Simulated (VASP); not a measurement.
Zr3Ag: electric field gradients with LDA

Zr3Ag:

```
CELL_PARAMETERS angstrom
4.56600 0.00000 0.00000
0.00000 4.56600 0.00000
0.00000 0.00000 4.06572
ATOMIC_POSITIONS crystal
Zr 0.50000 0.50000 0.00000
Zr 0.00000 0.50000 0.50000
Zr 0.50000 0.00000 0.50000
Ag 0.00000 0.00000 0.00000
```

This cell differs from its parent crystal: zz strain of +2 %.

* Program: VASP 6.6.1
* Task: electric field gradients
* Functional: LDA
* Potentials or basis: VASP PAW LDA potentials, release 64 (Zr_sv, Ag)
* Cutoff: 520 eV
* k mesh: 7 × 7 × 8
* Occupations: fermi-dirac, width 0.05 eV
* Spin: no spin polarisation
* Dipole correction: no
* Further INCAR settings: ALGO = Normal; EDIFF = 1e-08; NBANDS = 32

```
Pressure                                : -6.6 GPa
Band gap on the k mesh                  : zero (an odd number of electrons rules out a gap without spin polarisation)
Largest electric field gradient by atom : Zr -9.5, +33.0 (each value once); Ag +2.4 V/Å²
```

Stress tensor (GPa, compression positive):
```
-7.50  0.00  0.00
 0.00 -7.50  0.00
 0.00  0.00 -4.82
```

Levels at points of the mesh, in eV from the Fermi level:
| k point | band 22 | band 23 | band 24 | band 25 | band 26 | band 27 |
| --- | --- | --- | --- | --- | --- | --- |
| (0.00, 0.00, 0.00) | -0.88 | -0.78 | -0.20 | 2.20 | 2.20 | 3.18 |
| (0.00, 0.00, 0.50) | -0.85 | -0.83 | 0.85 | 0.91 | 0.91 | 2.25 |

Electric field gradients, principal values (V/Å²):
```tsv
atom	least	middle	greatest (by size)
1 Zr	4.735	4.735	-9.471
2 Zr	-14.771	-18.200	32.971
3 Zr	-14.771	-18.200	32.971
4 Ag	-1.178	-1.178	2.357
```

It took 80 s on 1 thread of Intel(R) Xeon(R) Platinum 8559C (Emerald Rapids) (shared host), peak memory 0.24 GiB.

Caveat: the cell differs from its parent crystal (zz strain of +2 %); the cell stands under tension; without QUAD_EFG the Cq values of the log hold for a quadrupole moment of 1 mb, not for the nuclei.
